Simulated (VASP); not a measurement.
A run of VASP 6.6.1 is set up as follows.

INCAR

```
PREC     = Accurate       # precision mode
ENCUT    = 520            # plane-wave cutoff, eV
EDIFF    = 1E-6           # SCF threshold, eV
ISMEAR   = 0              # smearing method
SIGMA    = 0.03           # smearing width, eV
LREAL    = F              # projectors in reciprocal space
LASPH    = T              # aspherical terms in the spheres
NELM     = 60             # most SCF steps
ALGO     = Normal         # electronic algorithm
ISIF     = 2              # what is computed and relaxed
LWAVE    = F              # write WAVECAR
LCHARG   = F              # write CHGCAR
GGA      = PS             # functional
IVDW     = 12             # dispersion correction
NBANDS   = 11             # bands
```

Contents of KPOINTS:

```
regular mesh
0
Gamma
  16 16 16
```

The input POSCAR:

```
C
1.0
    0.0000000000      2.1279941339      3.3243844763
    1.2294111613      0.0000000000      3.3243844763
    1.2294111613      2.1279941339      0.0000000000
C
2
Direct
    0.1902029221      0.8097970779      0.1902029221
    0.8097970779      0.1902029221      0.8097970779
```

Potentials or basis: VASP PAW PBE potentials, release 64 (C).

Run with:

```bash
$ cat potpaw_PBE.64/C/POTCAR > POTCAR
$ mpirun -np 1 vasp_std > vasp.out
```

**Question.** What does it give for the band gap on the k mesh?

**Answer.** Zero (bands 4 and 5 overlap by 0.46 eV).

**Question.** Estimate the largest force.

**Answer.** 7.969 eV/Å.

**Question.** What does it give for the pressure?

**Answer.** 15.0 GPa.

**Question.** Predict the dispersion energy per atom.

**Answer.** -0.112 eV.

Stress tensor (GPa, compression positive):
```
43.95  0.00  0.00
 0.00  1.25  0.00
 0.00  0.00 -0.19
```

Caveat: the cell differs from its parent crystal (atoms shifted along a free coordinate); the cell stands under pressure; the PAW data sets were made with another functional, which shifts forces and pressure a little.
